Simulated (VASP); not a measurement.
Here is a VASP 6.6.1 calculation.

The input INCAR:

```
  PREC = Accurate
  ENCUT = 520
  EDIFF = 1E-6
  ISMEAR = -1
  SIGMA = 0.0191
  LREAL = F
  LASPH = T
  NELM = 80
  ALGO = Normal
  ISIF = 2
  LWAVE = F
  LCHARG = F
  GGA = PE
  NBANDS = 42
```

The input KPOINTS:

```
Automatic mesh
0
Gamma
  9 9 9
```

File POSCAR:

```
CoGe2Rh2
1.0
    0.0000000000      3.9076680000      0.0000000000
    3.9076680000      0.0000000000      0.0000000000
    1.9538340000      1.9538340000     -4.5910210000
Co Ge Rh
1 2 2
Direct
    0.0000000000      0.0000000000      0.0000000000
    0.3750000000      0.3750000000      0.2500000000
    0.6250000000      0.6250000000      0.7500000000
    0.7500000000      0.2500000000      0.5000000000
    0.2500000000      0.7500000000      0.5000000000
```

Potentials or basis: VASP PAW PBE potentials, release 64 (Co, Ge_d, Rh_pv).

Run with:

```bash
$ cat potpaw_PBE.64/Co/POTCAR potpaw_PBE.64/Ge_d/POTCAR potpaw_PBE.64/Rh_pv/POTCAR > POTCAR
$ mpirun -np 1 vasp_std > vasp.out
```

**Question.** Predict the largest force.

**Answer.** 3.087 eV/Å.

**Question.** What does it give for the band gap on the k mesh?

**Answer.** Zero (an odd number of electrons rules out a gap without spin polarisation).

**Question.** Predict the pressure.

**Answer.** 32.6 GPa.

Forces on the atoms (eV/Å):
```
Co   0.000  0.000  0.000
Ge   0.000  0.000  3.087
Ge   0.000  0.000 -3.087
Rh   0.000  0.000  0.000
Rh   0.000  0.000  0.000
```

Caveat: the cell stands under pressure; the run has no spin polarisation, though such a crystal can be magnetic; forces of over 1 eV/Å act on the atoms, so gaps and moduli don't describe the material at rest. Spin polarisation is off, so any magnetic state and its effect on volume and gap are missing.
